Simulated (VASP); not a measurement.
# Be3Te4 (F-43m) in VASP: a series of runs

The runs below take Be3Te4 through relaxation of cell and atoms, with PBE.

All numbers are computed with VASP 6.6.1; they aren't measurements. Logs are shortened: lines on timing, memory, paths and dates and some standing lists are left out, and cuts for length are marked.

### 1 The cell of the first run

Symmetry: F-43m, No. 216, cubic system. Conventional cell: a = 8.596 Å, b = 8.596 Å, c = 8.596 Å, α = 90.00°, β = 90.00°, γ = 90.00°. Be (site symmetry -43m) has 12 Te at 3.56 Å and 10 Be at 3.72 to 4.30 Å within 4.7 Å. Be (site symmetry -43m) has 4 Te at 1.85 Å within 2.5 Å. Within 2.5 Å of Be (site symmetry -43m) lie 4 Te at 1.87 Å. Te (site symmetry 3m) has 2 Be at 1.85 to 1.87 Å within 2.5 Å.

The cell was built from a structure type or drawn by symmetry, and may not be a known phase.

### 2 Relaxation of cell and atoms, PBE

Input file INCAR:

```
PREC     = Accurate       # precision mode
ENCUT    = 600            # plane-wave cutoff, eV
EDIFF    = 1E-7           # SCF threshold, eV
ISMEAR   = 0              # smearing method
SIGMA    = 0.2            # smearing width, eV
LREAL    = F              # projectors in reciprocal space
LASPH    = T              # aspherical terms in the spheres
NELM     = 120            # most SCF steps
ALGO     = Normal         # electronic algorithm
ISIF     = 3              # what is computed and relaxed
LWAVE    = F              # write WAVECAR
LCHARG   = F              # write CHGCAR
GGA      = PE             # functional
IBRION   = 2              # ionic algorithm
NSW      = 36             # ionic steps
EDIFFG   = -0.08          # ionic threshold
GGA_COMPAT= F            
NELMIN   = 4
```

Input file KPOINTS:

```
Automatic mesh
0
Gamma
  3 3 3
```

Input file POSCAR:

```
Be3Te4
1.0
    0.0000000000      4.2978734200      4.2978734200
    4.2978734200      0.0000000000      4.2978734200
    4.2978734200      4.2978734200      0.0000000000
Be Te
3 4
Direct
    0.5000000000      0.5000000000      0.5000000000
    0.7500000000      0.7500000000      0.7500000000
    0.0000000000      0.0000000000      0.0000000000
    0.8742124100      0.8742124100      0.8742124100
    0.8742124100      0.8742124100      0.3773627700
    0.8742124100      0.3773627700      0.8742124100
    0.3773627700      0.8742124100      0.8742124100
```

Potentials or basis: VASP PAW PBE potentials, release 64 (Be, Te).

On the command line:

```
$ cat potpaw_PBE.64/Be/POTCAR potpaw_PBE.64/Te/POTCAR > POTCAR
$ mpirun -np 1 vasp_std > vasp.out
```

OUTCAR:

```text
PREC = Accurate
   ENCUT = 600
   EDIFF = 1E-7
   ISMEAR = 0
   LREAL = F
   LASPH = T
   NELM = 120
   ISIF = 3
   GGA = PE
   IBRION = 2
   NSW = 36
   EDIFFG = -0.08
   NELMIN = 4

 ion  position               nearest neighbor table
   1  0.500  0.500  0.500-
   2  0.750  0.750  0.750-   4 1.85   5 1.85   6 1.85   7 1.85
   3  0.000  0.000  0.000-   5 1.87   6 1.87   7 1.87   4 1.87
   4  0.874  0.874  0.874-   2 1.85   3 1.87   5 3.02   6 3.02   7 3.02   5 3.06   7 3.06   6 3.06

   5  0.874  0.874  0.377-   2 1.85   3 1.87   4 3.02   6 3.02   7 3.02   6 3.06   7 3.06   4 3.06

   6  0.874  0.377  0.874-   2 1.85   3 1.87   4 3.02   5 3.02   7 3.02   7 3.06   5 3.06   4 3.06

   7  0.377  0.874  0.874-   2 1.85   3 1.87   4 3.02   5 3.02   6 3.02   6 3.06   5 3.06   4 3.06

  LATTYP: Found a face centered cubic cell.
 ALAT       =     8.5957468400

  Lattice vectors:

 A1 = (   0.0000000000,   4.2978734200,   4.2978734200)
 A2 = (   4.2978734200,   0.0000000000,   4.2978734200)
 A3 = (   4.2978734200,   4.2978734200,   0.0000000000)

Analysis of symmetry for initial positions (statically):
=====================================================================
 Subroutine PRICEL returns:
 Original cell was already a primitive cell.

 Routine SETGRP: Setting up the symmetry group for a
 face centered cubic supercell.

 Subroutine GETGRP returns: Found 24 space group operations
 (whereof 24 operations were pure point group operations)
 out of a pool of 48 trial point group operations.

The static configuration has the point symmetry T_d .

Analysis of symmetry for dynamics (positions and initial velocities):
=====================================================================
 Subroutine PRICEL returns:
 Original cell was already a primitive cell.

 Routine SETGRP: Setting up the symmetry group for a
 face centered cubic supercell.

 Subroutine GETGRP returns: Found 24 space group operations
 (whereof 24 operations were pure point group operations)
 out of a pool of 48 trial point group operations.

The dynamic configuration has the point symmetry T_d .

 Subroutine INISYM returns: Found 24 space group operations
 (whereof 24 operations are pure point group operations),
 and found     1 'primitive' translations

----------------------------------------------------------------------------------------

                                     Primitive cell

  volume of cell :     158.7782

  direct lattice vectors                    reciprocal lattice vectors
     0.000000000  4.297873420  4.297873420    -0.116336604  0.116336604  0.116336604
     4.297873420  0.000000000  4.297873420     0.116336604 -0.116336604  0.116336604
     4.297873420  4.297873420  0.000000000     0.116336604  0.116336604 -0.116336604

  length of vectors
     6.078110880  6.078110880  6.078110880     0.201500910  0.201500910  0.201500910

  position of ions in fractional coordinates (direct lattice)
     0.500000000  0.500000000  0.500000000
     0.750000000  0.750000000  0.750000000
     0.000000000  0.000000000  0.000000000
     0.874212410  0.874212410  0.874212410
     0.874212410  0.874212410  0.377362770
     0.874212410  0.377362770  0.874212410
     0.377362770  0.874212410  0.874212410

  ion indices of the primitive-cell ions
   primitive index   ion index
                 1           1
                 2           2
                 3           3
                 4           4
                 5           5
                 6           6
                 7           7

----------------------------------------------------------------------------------------

 KPOINTS: Automatic mesh

Automatic generation of k-mesh.
 Grid dimensions read from file:
 generate k-points for:    3    3    3

 Generating k-lattice:

  Cartesian coordinates                     Fractional coordinates (reciprocal lattice)
    -0.038778868  0.038778868  0.038778868     0.333333333  0.000000000  0.000000000
     0.038778868 -0.038778868  0.038778868     0.000000000  0.333333333  0.000000000
     0.038778868  0.038778868 -0.038778868     0.000000000  0.000000000  0.333333333

  Length of vectors
     0.067166970  0.067166970  0.067166970

  Shift w.r.t. Gamma in fractional coordinates (k-lattice)
     0.000000000  0.000000000  0.000000000

 Subroutine IBZKPT returns following result:
 ===========================================

 Found      4 irreducible k-points:

 Following reciprocal coordinates:
            Coordinates               Weight
  0.000000  0.000000  0.000000      1.000000
  0.333333  0.000000  0.000000      8.000000
  0.333333  0.333333  0.000000      6.000000
 -0.333333  0.333333  0.000000     12.000000
   k-points           NKPTS =      4   k-points in BZ     NKDIM =      4   number of bands    NBANDS=     19
   number of dos      NEDOS =    301   number of ions     NIONS =      7
   total plane-waves  NPLWV = 125000
   dimension x,y,z NGX =    50 NGY =   50 NGZ =   50
   dimension x,y,z NGXF=   100 NGYF=  100 NGZF=  100
   ions per type =               3   4
   NGX,Y,Z   is equivalent  to a cutoff of  13.68, 13.68, 13.68 a.u.
   NGXF,Y,Z  is equivalent  to a cutoff of  27.35, 27.35, 27.35 a.u.
 SYSTEM =  unknown system
   PREC   = accura    normal or accurate (medium, high low for compatibility)
   ISTART =      0    job   : 0-new  1-cont  2-samecut
   ICHARG =      2    charge: 1-file 2-atom 10-const
   ISPIN  =      1    spin polarized calculation?
   LNONCOLLINEAR =      F non collinear calculations
   LSORBIT =      F    spin-orbit coupling
   LASPH  =      T    aspherical Exc in radial PAW
   ENCUT  =  600.0 eV  44.10 Ry    6.64 a.u.  12.14 12.14 12.14*2*pi/ulx,y,z
   NELM   =    120;   NELMIN=  4; NELMDL= -5     # of ELM steps
   EDIFF  = 0.1E-06   stopping-criterion for ELM
   LREAL  =      F    real-space projection
   EDIFFG = -.8E-01   stopping-criterion for IOM
   NSW    =     36    number of steps for IOM
   IBRION =      2    ionic relax: 0-MD 1-quasi-New 2-CG
   NFREE  =      1    steps in history (QN), initial steepest desc. (CG)
   ISIF   =      3    stress and relaxation
   ISYM   =      2    0-nonsym 1-usesym 2-fastsym
   POTIM  = 0.5000    time-step for ionic-motion
   TEBEG  =    0.0;   TEEND  =   0.0 temperature during run
   PSTRESS=    0.0 pullay stress
   NELECT =      30.0000    total number of electrons
   NUPDOWN=      -1.0000    fix difference up-down
   EMIN   =  10.00;   EMAX   =-10.00  energy-range for DOS
   EFERMI =   0.00;   METHOD = LEGACY
   ISMEAR =     0;   SIGMA  =   0.20  broadening in eV -4-tet -1-fermi 0-gaus
   EFERMI_NEDOS =   21; number of points for ismear=-14 and -15
   IALGO  =     38    algorithm
   IMIX   =      4    mixing-type and parameters
     AMIX     =   0.40;   BMIX     =  1.00
     AMIX_MAG =   1.60;   BMIX_MAG =  1.00
  volume/ion in A,a.u.               =      22.68       153.07
  Fermi-wavevector in a.u.,A,eV,Ry     =   0.939402  1.775213 12.006825  0.882477
  Thomas-Fermi vector in A             =   2.066711
   LORBIT       =      0    0 simple, 1 ext, 2 COOP (PROOUT), +10 PAW based schemes
   GGA     = PE    functional components
   LHFCALC =     F    Hartree Fock is set to
   AEXX    =    0.0000 exact exchange contribution
   IVDW    =     0    specifies the selected vdW correction
   LEPSILON=     F    determine dielectric tensor
   LRPA    =     F    only Hartree local field effects (RPA)
 conjugate gradient relaxation of ions
 non-spin polarized calculation
 Gauss-broadening in eV      SIGMA  =   0.20
  energy-cutoff  :      600.00
  volume of cell :      158.78
 maximum number of plane-waves:      5330
 NGX is ok and might be reduce to    50
   NGX = 25   NGY = 25   NGZ = 25

--------------------------------------- Ionic step        1  -------------------------------------------

 number of electron      30.0000000 magnetization

 Free energy of the ion-electron system (eV)
  ---------------------------------------------------
  ext. energy  EPLUGINS =         0.00000000
  ---------------------------------------------------
  free energy    TOTEN  =        -3.47619482 eV

  energy without entropy =       -3.42707334  energy(sigma->0) =       -3.45163408

 E-fermi :   6.1129     XC(G=0):  -8.8629

 val. band max:        5.9808196098   @ k =  -0.3333   0.3333   0.0000
 cond. band min:       6.9546250510   @ k =   0.3333   0.0000   0.0000
 fundamental gap:      0.9738054412
 Fermi energy:         6.1128675647

 k-point     1 :       0.0000    0.0000    0.0000
  band No.  band energies     occupation
      1      -9.2899      2.00000
      2      -5.5327      2.00000
      3      -5.5327      2.00000
      4      -5.5327      2.00000
      5      -3.5736      2.00000
      6      -1.0483      2.00000
[... 11 lines left out ...]
     18       8.1649      0.00000
     19       8.1649      0.00000
[... 102 lines left out ...]
  energy  without entropy=       -3.4270733449  energy(sigma->0) =       -3.45163408

--------------------------------------- Ionic step        2  -------------------------------------------

 number of electron      30.0000005 magnetization

 E-fermi :  -1.2280     XC(G=0):  -5.5825

 val. band max:       -1.2550584658   @ k =   0.3333   0.3333   0.0000
 cond. band min:      -1.0988190433   @ k =   0.3333   0.0000   0.0000
 fundamental gap:      0.1562394225
 Fermi energy:        -1.2280196166

 k-point     1 :       0.0000    0.0000    0.0000
  band No.  band energies     occupation
      1     -11.7973      2.00000
      2     -10.9917      2.00000
      3     -10.9917      2.00000
      4     -10.9917      2.00000
      5      -6.2101      2.00000
      6      -3.8361      2.00000
[... 11 lines left out ...]
     18       0.0345      0.00000
     19       1.7797      0.00000
[... 307 lines left out ...]
  energy  without entropy=      -17.7879413368  energy(sigma->0) =      -17.83494914

--------------------------------------- Ionic step        8  -------------------------------------------

 number of electron      30.0000002 magnetization

 Free energy of the ion-electron system (eV)
  ---------------------------------------------------
  ext. energy  EPLUGINS =         0.00000000
  ---------------------------------------------------
  free energy    TOTEN  =       -17.88419050 eV

  energy without entropy =      -17.78982979  energy(sigma->0) =      -17.83701015

 E-fermi :   0.2716     XC(G=0):  -6.4205

 val. band max:        0.1507151710   @ k =   0.3333   0.3333   0.0000
 cond. band min:       0.4776334311   @ k =   0.3333   0.0000   0.0000
 fundamental gap:      0.3269182601
 Fermi energy:         0.2715738389

 k-point     1 :       0.0000    0.0000    0.0000
  band No.  band energies     occupation
      1     -11.2555      2.00000
      2      -9.8811      2.00000
      3      -9.8811      2.00000
      4      -9.8811      2.00000
      5      -5.8595      2.00000
      6      -3.2846      2.00000
[... 11 lines left out ...]
     18       2.6526      0.00000
     19       3.0409      0.00000
[... 98 lines left out ...]
  FREE ENERGIE OF THE ION-ELECTRON SYSTEM (eV)
  ---------------------------------------------------
  free  energy   TOTEN  =       -17.8841905019 eV

  energy  without entropy=      -17.7898297924  energy(sigma->0) =      -17.83701015

 reached required accuracy - stopping structural energy minimisation
```

It took 8.1 min on 1 thread of Intel Xeon 8259CL, shared host; peak memory 0.36 GiB.

What came out:

```yaml
Free_energy: -17.8842 eV
Relaxed_volume: 44.27 Å³/atom
Relaxed_cell: a = 7.596 Å, b = 7.596 Å, c = 7.596 Å, α = 60.00°, β = 60.00°, γ = 60.00°
Space_group_after_relaxing_to_0.1_Å: F-43m (No. 216)
Energy_gained_by_relaxing: 2058.3 meV/atom
Ionic_steps: 8
Pressure_after_relaxing: 0.1 GPa
Largest_force_after_relaxing: 0.005 eV/Å
Band_gap_on_the_k_mesh: zero (bands 15 and 16 overlap by 0.77 eV)
```

Forces on the atoms (eV/Å):
```
Be   0.000  0.000  0.000
Be   0.000  0.000  0.000
Be   0.000  0.000  0.000
Te   0.003  0.003  0.003
Te  -0.003 -0.003  0.003
Te  -0.003  0.003 -0.003
Te   0.003 -0.003 -0.003
```

The path:
| step | energy change (eV) | largest force (eV/Å) | pressure (GPa) | volume (Å³) |
| --- | --- | --- | --- | --- |
| 1 | 0.0000 | 0.9456 | 53.79 | 158.78 |
| 2 | -13.3017 | 0.2778 | -2.88 | 405.96 |
| 3 | -14.3179 | 0.5305 | 1.26 | 295.20 |
| 4 | -14.3681 | 0.4863 | -0.36 | 318.96 |
| 5 | -14.3773 | 0.4996 | 0.01 | 312.57 |
| 6 | -14.3754 | 0.5071 | 0.25 | 308.79 |
| 7 | -14.4058 | 0.1264 | 0.16 | 309.60 |
| 8 | -14.4080 | 0.0055 | 0.14 | 309.88 |

Final structure:
```cif
data_structure
_symmetry_space_group_name_H-M 'P 1'
_symmetry_Int_Tables_number 1
_cell_length_a 7.5957
_cell_length_b 7.5957
_cell_length_c 7.5957
_cell_angle_alpha 60.000
_cell_angle_beta 60.000
_cell_angle_gamma 60.000
_cell_volume 309.88
loop_
_atom_site_label
_atom_site_type_symbol
_atom_site_fract_x
_atom_site_fract_y
_atom_site_fract_z
_atom_site_occupancy
Be1 Be 0.50000 0.50000 0.50000 1
Be2 Be 0.75000 0.75000 0.75000 1
Be3 Be 0.00000 0.00000 0.00000 1
Te1 Te 0.87488 0.87488 0.87488 1
Te2 Te 0.87488 0.87488 0.37536 1
Te3 Te 0.87488 0.37536 0.87488 1
Te4 Te 0.37536 0.87488 0.87488 1
```

Caveat: the k points lie up to 0.34 Å⁻¹ apart in the final cell, too coarse for converged energies and pressures of a metal; the volume moved by over 15 % at a fixed basis, so the end points are rough; semilocal functionals underestimate gaps, so a narrow gap can read as zero; spin-orbit coupling is left out, which moves the levels of the heavy elements.

### 3 Relaxation of cell and atoms, PBE

This run uses another cell than the first one, of 22.76 Å³/atom.

Input file INCAR:

```
SYSTEM = Be3Te4
PREC = Accurate ; ENCUT = 600
EDIFF = 1E-7 ; ISMEAR = 0
SIGMA = 0.2 ; LREAL = .FALSE.
LASPH = .TRUE. ; NELM = 120
ALGO = Normal ; ISIF = 3
LWAVE = .FALSE. ; LCHARG = .FALSE.
GGA = PE ; IBRION = 2
NSW = 36 ; EDIFFG = -0.08
GGA_COMPAT = .FALSE. ; NELMIN = 4
```

Input file KPOINTS:

```
regular mesh
0
G
  3 3 3
  0 0 0
```

Input file POSCAR:

```
Be3Te4
1.0
    0.0000000000      4.3025888700      4.3025888700
    4.3025888700      0.0000000000      4.3025888700
    4.3025888700      4.3025888700      0.0000000000
Be Te
3 4
Direct
    0.0000000000      0.0000000000      0.0000000000
    0.2500000000      0.2500000000      0.2500000000
    0.7500000000      0.7500000000      0.7500000000
    0.8780143800      0.8780143800      0.8780143800
    0.8780143800      0.8780143800      0.3659568600
    0.8780143800      0.3659568600      0.8780143800
    0.3659568600      0.8780143800      0.8780143800
```

Potentials or basis: VASP PAW PBE potentials, release 64 (Be, Te).

On the command line:

```
$ cat potpaw_PBE.64/Be/POTCAR potpaw_PBE.64/Te/POTCAR > POTCAR
$ mpirun -np 1 vasp_std > vasp.out
```

It took 8.9 min on 1 thread of Intel Xeon 8259CL, shared host; peak memory 0.35 GiB.

Results (log left out):

```yaml
Free_energy: -17.8843 eV
Relaxed_volume: 44.76 Å³/atom
Relaxed_cell: a = 7.624 Å, b = 7.624 Å, c = 7.624 Å, α = 60.00°, β = 60.00°, γ = 60.00°
Space_group_after_relaxing_to_0.1_Å: F-43m (No. 216)
Energy_gained_by_relaxing: 2080.6 meV/atom
Ionic_steps: 9
Pressure_after_relaxing: -0.1 GPa
Largest_force_after_relaxing: 0.070 eV/Å
Band_gap_on_the_k_mesh: zero (bands 15 and 16 overlap by 0.76 eV)
```

Forces on the atoms (eV/Å):
```
Be   0.000  0.000  0.000
Be   0.000  0.000  0.000
Be   0.000  0.000  0.000
Te  -0.040 -0.040 -0.040
Te   0.040  0.040 -0.040
Te   0.040 -0.040  0.040
Te  -0.040  0.040  0.040
```

The path:
| step | energy change (eV) | largest force (eV/Å) | pressure (GPa) | volume (Å³) |
| --- | --- | --- | --- | --- |
| 1 | 0.0000 | 4.0463 | 53.69 | 159.30 |
| 2 | -12.9457 | 1.2882 | -2.13 | 407.77 |
| 3 | -13.8979 | 2.3758 | 2.57 | 287.87 |
| 4 | -13.9413 | 2.1233 | 0.19 | 322.83 |
| 5 | -13.9733 | 2.2083 | 0.73 | 312.89 |
| 6 | -14.4774 | 0.5442 | -0.80 | 327.68 |
| 7 | -14.4924 | 0.2555 | -1.00 | 330.93 |
| 8 | -14.5577 | 0.0330 | -0.36 | 318.18 |
| 9 | -14.5639 | 0.0701 | -0.08 | 313.35 |

Final structure:
```cif
data_structure
_symmetry_space_group_name_H-M 'P 1'
_symmetry_Int_Tables_number 1
_cell_length_a 7.6239
_cell_length_b 7.6239
_cell_length_c 7.6239
_cell_angle_alpha 60.000
_cell_angle_beta 60.000
_cell_angle_gamma 60.000
_cell_volume 313.35
loop_
_atom_site_label
_atom_site_type_symbol
_atom_site_fract_x
_atom_site_fract_y
_atom_site_fract_z
_atom_site_occupancy
Be1 Be 0.00000 0.00000 0.00000 1
Be2 Be 0.25000 0.25000 0.25000 1
Be3 Be 0.75000 0.75000 0.75000 1
Te1 Te 0.87534 0.87534 0.87534 1
Te2 Te 0.87534 0.87534 0.37397 1
Te3 Te 0.87534 0.37397 0.87534 1
Te4 Te 0.37397 0.87534 0.87534 1
```

Levels at points of the mesh, in eV from the Fermi level:
| k point | band 11 | band 12 | band 13 | band 14 | band 15 | band 16 | band 17 | band 18 |
| --- | --- | --- | --- | --- | --- | --- | --- | --- |
| (0.00, 0.00, 0.00) | -0.64 | -0.17 | -0.17 | -0.17 | 0.62 | 0.62 | 0.62 | 2.34 |

Caveat: the k points lie up to 0.34 Å⁻¹ apart in the final cell, too coarse for converged energies and pressures of a metal; the volume moved by over 15 % at a fixed basis, so the end points are rough; semilocal functionals underestimate gaps, so a narrow gap can read as zero; spin-orbit coupling is left out, which moves the levels of the heavy elements; the relaxation stopped at a loose force limit of 0.08 eV/Å, so its end isn't a converged minimum.
